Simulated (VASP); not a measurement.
# W (I4/mmm) in VASP: a series of runs

Runs on W. Level: PBE. Tasks: single point.

Everything below comes from runs of VASP 6.6.1. Logs are shortened: lines on timing, memory, paths and dates and some standing lists are left out, and cuts for length are marked.

## 1. The cell of the first run

Symmetry: I4/mmm, No. 139, tetragonal system. Conventional cell: a = 3.184 Å, b = 3.184 Å, c = 3.462 Å, α = 90.00°, β = 90.00°, γ = 90.00°. W (site symmetry 4/mmm) has 14 W at 2.84 to 3.46 Å within 3.7 Å.

## 2. Single point, PBE (strain +0.0875 x Voigt [0, 1, 0, 0, 0, 0])

The input, INCAR:

```
SYSTEM = W
ALGO     = Normal         ! electronic algorithm
EDIFF    = 1E-6           ! SCF threshold, eV
ENCUT    = 500            ! plane-wave cutoff, eV
GGA      = PE             ! functional
GGA_COMPAT= .False.      
ISIF     = 2              ! what is computed and relaxed
ISMEAR   = 0              ! smearing method
LASPH    = .True.         ! aspherical terms in the spheres
LCHARG   = .False.        ! write CHGCAR
LREAL    = .False.        ! projectors in reciprocal space
LWAVE    = .False.        ! write WAVECAR
NBANDS   = 13             ! bands
NELM     = 120            ! most SCF steps
PREC     = Accurate       ! precision mode
SIGMA    = 0.15           ! smearing width, eV
```

The input, KPOINTS:

```
k-points
0
Gamma
  26 26 26
  0 0 0
```

The input, POSCAR:

```
W
1.0
   -1.5917793224      1.7310600131      1.5917793224
    1.5917793224     -1.7310600131      1.5917793224
    1.5917793224      1.7310600131     -1.5917793224
W
1
Direct
    0.0000000000      0.0000000000      0.0000000000
```

Potentials or basis: VASP PAW PBE potentials, release 64 (W_sv).

Command:

```sh
> cat potpaw_PBE.64/W_sv/POTCAR > POTCAR
> mpirun -np 1 vasp_std > vasp.out
```

OUTCAR:

```text
SYSTEM = W
   EDIFF = 1E-6
   ENCUT = 500
   GGA = PE
   ISIF = 2
   ISMEAR = 0
   LASPH = .True.
   LREAL = .False.
   NELM = 120
   PREC = Accurate

 ion  position               nearest neighbor table
   1  0.000  0.000  0.000-

  LATTYP: Found a body centered tetragonal cell.
 ALAT       =     3.1835586448
 C/A-ratio  =     1.0875000000

  Lattice vectors:

 A1 = (  -1.5917793224,  -1.7310600131,   1.5917793224)
 A2 = (   1.5917793224,  -1.7310600131,  -1.5917793224)
 A3 = (   1.5917793224,   1.7310600131,   1.5917793224)

Analysis of symmetry for initial positions (statically):
=====================================================================
 Subroutine PRICEL returns:
 Original cell was already a primitive cell.

 Routine SETGRP: Setting up the symmetry group for a
 body centered tetragonal supercell.

 Subroutine GETGRP returns: Found 16 space group operations
 (whereof 16 operations were pure point group operations)
 out of a pool of 16 trial point group operations.

The static configuration has the point symmetry D_4h.

Analysis of symmetry for dynamics (positions and initial velocities):
=====================================================================
 Subroutine PRICEL returns:
 Original cell was already a primitive cell.

 Routine SETGRP: Setting up the symmetry group for a
 body centered tetragonal supercell.

 Subroutine GETGRP returns: Found 16 space group operations
 (whereof 16 operations were pure point group operations)
 out of a pool of 16 trial point group operations.

The dynamic configuration has the point symmetry D_4h.

 Subroutine INISYM returns: Found 16 space group operations
 (whereof 16 operations are pure point group operations),
 and found     1 'primitive' translations

----------------------------------------------------------------------------------------

                                     Primitive cell

  volume of cell :      17.5444

  direct lattice vectors                    reciprocal lattice vectors
    -1.591779322  1.731060013  1.591779322     0.000000000  0.288840362  0.314113893
     1.591779322 -1.731060013  1.591779322     0.314113893  0.000000000  0.314113893
     1.591779322  1.731060013 -1.591779322     0.314113893  0.288840362  0.000000000

  length of vectors
     2.839734423  2.839734423  2.839734423     0.426727422  0.444224128  0.426727422

  position of ions in fractional coordinates (direct lattice)
     0.000000000  0.000000000  0.000000000

  ion indices of the primitive-cell ions
   primitive index   ion index
[... 77 lines left out ...]
   IBRION =     -1    ionic relax: 0-MD 1-quasi-New 2-CG
   NFREE  =      0    steps in history (QN), initial steepest desc. (CG)
   ISIF   =      2    stress and relaxation
   ISYM   =      2    0-nonsym 1-usesym 2-fastsym
   POTIM  = 0.5000    time-step for ionic-motion
   TEBEG  =    0.0;   TEEND  =   0.0 temperature during run
   PSTRESS=    0.0 pullay stress
   NELECT =      14.0000    total number of electrons
   NUPDOWN=      -1.0000    fix difference up-down
   EMIN   =  10.00;   EMAX   =-10.00  energy-range for DOS
   EFERMI =   0.00;   METHOD = LEGACY
   ISMEAR =     0;   SIGMA  =   0.15  broadening in eV -4-tet -1-fermi 0-gaus
   EFERMI_NEDOS =   21; number of points for ismear=-14 and -15
   IALGO  =     38    algorithm
   IMIX   =      4    mixing-type and parameters
     AMIX     =   0.40;   BMIX     =  1.00
     AMIX_MAG =   1.60;   BMIX_MAG =  1.00
  volume/ion in A,a.u.               =      17.54       118.40
  Fermi-wavevector in a.u.,A,eV,Ry     =   1.518465  2.869484 31.371458  2.305737
  Thomas-Fermi vector in A             =   2.627582
   LORBIT       =      0    0 simple, 1 ext, 2 COOP (PROOUT), +10 PAW based schemes
   GGA     = PE    functional components
   LHFCALC =     F    Hartree Fock is set to
   AEXX    =    0.0000 exact exchange contribution
   IVDW    =     0    specifies the selected vdW correction
   LEPSILON=     F    determine dielectric tensor
   LRPA    =     F    only Hartree local field effects (RPA)
 non-spin polarized calculation
 Gauss-broadening in eV      SIGMA  =   0.15
  energy-cutoff  :      500.00
  volume of cell :       17.54
 maximum number of plane-waves:       458
 NGX is ok and might be reduce to    24
   NGX = 11   NGY = 11   NGZ = 11

 number of electron      14.0000003 magnetization

 Free energy of the ion-electron system (eV)
  ---------------------------------------------------
  ext. energy  EPLUGINS =         0.00000000
  ---------------------------------------------------
  free energy    TOTEN  =       -12.80041690 eV

  energy without entropy =      -12.79455955  energy(sigma->0) =      -12.79748823

 E-fermi :  10.0133     XC(G=0): -13.0745

 val. band max:       10.0127243583   @ k =   0.4231  -0.4231   0.1923
 cond. band min:      10.0142309368   @ k =  -0.3846   0.3846   0.2692
 fundamental gap:      0.0015065785
 Fermi energy:        10.0132515530

 k-point     1 :       0.0000    0.0000    0.0000
  band No.  band energies     occupation
      1     -64.2965      2.00000
      2     -27.9975      2.00000
      3     -27.9780      2.00000
      4     -27.9780      2.00000
      5       0.9642      2.00000
      6       8.7188      2.00000
      7       8.7188      2.00000
      8       9.6313      1.99968
      9      11.3750      0.00000
     10      12.5585      0.00000
     11      23.4270      0.00000
     12      24.8626      0.00000
     13      24.8626      0.00000
[... 354 lines left out ...]
  band No.  band energies     occupation
      1     -64.2270      2.00000
      2     -28.7614      2.00000
      3     -28.2104      2.00000
      4     -27.9943      2.00000
      5       4.2456      2.00000
      6       7.5544      2.00000
      7       8.7908      2.00000
      8      11.2416      0.00000
      9      12.7213      0.00000
     10      13.6640      0.00000
     11      21.3259      0.00000
     12      22.5525      0.00000
     13      28.4475      0.00000

 [... further k-points ...]
[... 5 lines left out ...]
  --------------------------------------------------------------------------------------
  -------------------------------------------------------------------------------------
  Total       -1.5303245     -3.5616480     -1.5303245      0.0000000      0.0000000      0.0000000
  in kB     -139.7514319   -325.2548199   -139.7514319      0.0000000      0.0000000      0.0000000
  external PRESSURE =    -201.5858945 kB  Pullay stress =       0.0000000 kB

 VOLUME and BASIS-vectors are now :
 -----------------------------------------------------------------------------
  energy-cutoff  :      500.00
  volume of cell :       17.54
      direct lattice vectors                 reciprocal lattice vectors
    -1.591779322  1.731060013  1.591779322     0.000000000  0.288840362  0.314113893
     1.591779322 -1.731060013  1.591779322     0.314113893  0.000000000  0.314113893
     1.591779322  1.731060013 -1.591779322     0.314113893  0.288840362  0.000000000

 POSITION                                       TOTAL-FORCE (eV/Angst)
 -----------------------------------------------------------------------------------
      0.00000      0.00000      0.00000         0.000000      0.000000     -0.000000
 -----------------------------------------------------------------------------------
    total drift:                                0.000000      0.000000      0.000000

  FREE ENERGIE OF THE ION-ELECTRON SYSTEM (eV)
  ---------------------------------------------------
  free  energy   TOTEN  =       -12.8004169024 eV

  energy  without entropy=      -12.7945595486  energy(sigma->0) =      -12.79748823
```

stdout:

```text
POSCAR found type information on POSCAR W
 POSCAR found :  1 types and       1 ions
 scaLAPACK will be used
 LDA part: xc-table for (Slater+PW92), standard interpolation
 POSCAR, INCAR and KPOINTS ok, starting setup
 FFT: planning ... GRIDC
 FFT: planning ... GRID_SOFT
 FFT: planning ... GRID
 WAVECAR not read
 entering main loop
```

It took 86 s on 1 thread of Intel Xeon 6975P-C (Granite Rapids), shared host; peak memory 0.37 GiB.

What came out:

```yaml
Free_energy: -12.8004 eV
Pressure: -20.2 GPa
Band_gap_on_the_k_mesh: zero (band 7 reaches 14.31 eV, above the bottom of band 8 at 9.23 eV)
```

Caveat: the cell differs from its parent crystal (strain +0.0875 x Voigt [0, 1, 0, 0, 0, 0]); spin-orbit coupling is left out, which moves the levels of the heavy elements.

## 3. Single point, PBE (strain +0.1000 x Voigt [0, 1, 0, 0, 0, 0])

The input, INCAR:

```
SYSTEM = W
ALGO = Normal
EDIFF = 1E-6
ENCUT = 500
GGA = PE
GGA_COMPAT = .False.
ISIF = 2
ISMEAR = 0
LASPH = .True.
LCHARG = .False.
LREAL = .False.
LWAVE = .False.
NBANDS = 13
NELM = 120
PREC = Accurate
SIGMA = 0.15
```

KPOINTS is that of step 2.

The input, POSCAR:

```
W
1.0
   -1.5917793224      1.7509572546      1.5917793224
    1.5917793224     -1.7509572546      1.5917793224
    1.5917793224      1.7509572546     -1.5917793224
W
1
Direct
    0.0000000000      0.0000000000      0.0000000000
```

Potentials or basis: VASP PAW PBE potentials, release 64 (W_sv).

Command:

```sh
> cat potpaw_PBE.64/W_sv/POTCAR > POTCAR
> mpirun -np 1 vasp_std > vasp.out
```

Run time: 1.8 min. Hardware: 1 thread of Intel Xeon 6975P-C (Granite Rapids), shared host; peak memory 0.37 GiB.

It converged, with:

* Free energy: -12.7577 eV
* Pressure: -22.3 GPa
* Band gap on the k mesh: zero (band 7 reaches 14.06 eV, above the bottom of band 8 at 9.12 eV)

Stress tensor (GPa, compression positive):
```
-15.70   0.00   0.00
  0.00 -35.47   0.00
  0.00   0.00 -15.70
```

Levels at points of the mesh, in eV from the Fermi level:
| k point | band 5 | band 6 | band 7 | band 8 | band 9 | band 10 |
| --- | --- | --- | --- | --- | --- | --- |
| (0.00, 0.00, 0.00) | -8.98 | -1.29 | -1.29 | -0.28 | 1.26 | 2.56 |
| (0.50, 0.00, 0.00) | -5.58 | -2.61 | 0.21 | 1.03 | 2.89 | 5.04 |
| (0.00, 0.50, 0.00) | -5.50 | -3.70 | 0.85 | 2.76 | 3.20 | 5.34 |
| (0.50, 0.50, 0.50) | -5.09 | -4.84 | 4.20 | 4.54 | 4.54 | 5.82 |

Caveat: the cell differs from its parent crystal (strain +0.1000 x Voigt [0, 1, 0, 0, 0, 0]); spin-orbit coupling is left out, which moves the levels of the heavy elements.
